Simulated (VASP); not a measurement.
Runs of VASP 6.6.1 on SrCl2. The typed cell holds 3 atoms: a = 4.916 Å, b = 4.916 Å, c = 4.916 Å, α = 59.96°, β = 59.96°, γ = 59.96°. 

| level | potentials or basis | k mesh | cutoff (eV) | smearing | gap on the mesh (eV) | pressure (GPa) |
| --- | --- | --- | --- | --- | --- | --- |
| PBE | VASP PAW PBE potentials, release 64 (Sr_sv, Cl) | 2 × 2 × 2 | 500 | gaussian 0.01 eV | (c) | 1.8 |
| LDA | VASP PAW LDA potentials, release 64 (Sr_sv, Cl) | 4 × 4 × 4 | 500 | gaussian 0.01 eV | 4.93 | (b) |
| r2SCAN | VASP PAW PBE potentials, release 64 (Sr_sv, Cl) | 2 × 2 × 2 | 550 | gaussian 0.01 eV | 5.97 | 1.0 |
| r2SCAN | VASP PAW PBE potentials, release 64 (Sr_sv, Cl) | 4 × 4 × 4 | 550 | fermi-dirac 0.05 eV | 5.98 | 0.8 |
| r2SCAN | VASP PAW PBE potentials, release 64 (Sr_sv, Cl) | 4 × 4 × 4 | 550 | methfessel-paxton 0.001 eV | 5.98 | 0.8 |
| r2SCAN | VASP PAW PBE potentials, release 64 (Sr_sv, Cl) | 4 × 4 × 4 | 550 | methfessel-paxton 0.05 eV | 5.98 | 0.8 |
| LDA | VASP PAW LDA potentials, release 64 (Sr_sv, Cl) | 2 × 2 × 2 | 500 | gaussian 0.01 eV | 4.91 | (a) |

Alike in all rows: task single point; no spin polarisation; cell as given.

Task: Estimate the missing entries.

Result: (a) -2.1; (b) -2.4; (c) 5.37.

Caveats: some runs use coarse meshes; the PAW data sets were made with another functional, which shifts forces and pressure a little (at least some runs).

A k mesh can miss the band edges, and the runs leave out spin-orbit coupling on Sr.
